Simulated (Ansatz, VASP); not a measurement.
HfSi2: VASP beside Ansatz

```
Hf Si
1.0
     1.82500   -7.17250    0.00000
     1.82500    7.17250    0.00000
     0.00000    0.00000    3.63610
Hf Si
2 4
Direct
  0.89530 0.10470 0.75000
  0.10470 0.89530 0.25000
  0.55518 0.44482 0.75000
  0.44482 0.55518 0.25000
  0.25022 0.74978 0.75000
  0.74978 0.25022 0.25000
```

Alike in both runs: functional PBEsol; k mesh 10 × 10 × 10; occupations gaussian, width 0.1 eV; no spin polarisation.

Ansatz relaxed the structure, and its values are those at the end. VASP's run is a single point on that final structure, the one shown.

```csv
,VASP,Ansatz
version,VASP 6.6.1,Ansatz 0.2.0
potentials or method,"VASP PAW PBE potentials, release 64 (Hf_pv, Si), cutoff 500 eV","scalar-relativistic, plane waves, PAW"
valence electrons in the cell,36,68
```

|  | VASP | Ansatz | Ansatz less VASP |
| --- | --- | --- | --- |
| gap on the k mesh at the Fermi level (eV) | none | none | - |
| pressure (GPa) | 0.3 | 0.0 | -0.26 |
| rms of the force components (eV/Å) | 0.007 | 0.000 | -0.0066 |

VASP's potentials were made for PBE, not for PBEsol. A gap of «none» marks a metal or a gap that the smearing closes. With one functional, cell and mesh, what is left measures potentials, basis and numerics. VASP's potentials hold 36 valence electrons a cell and Ansatz's 68, so a difference there can come from the potentials and not from the codes.

Spin-orbit coupling is off throughout.
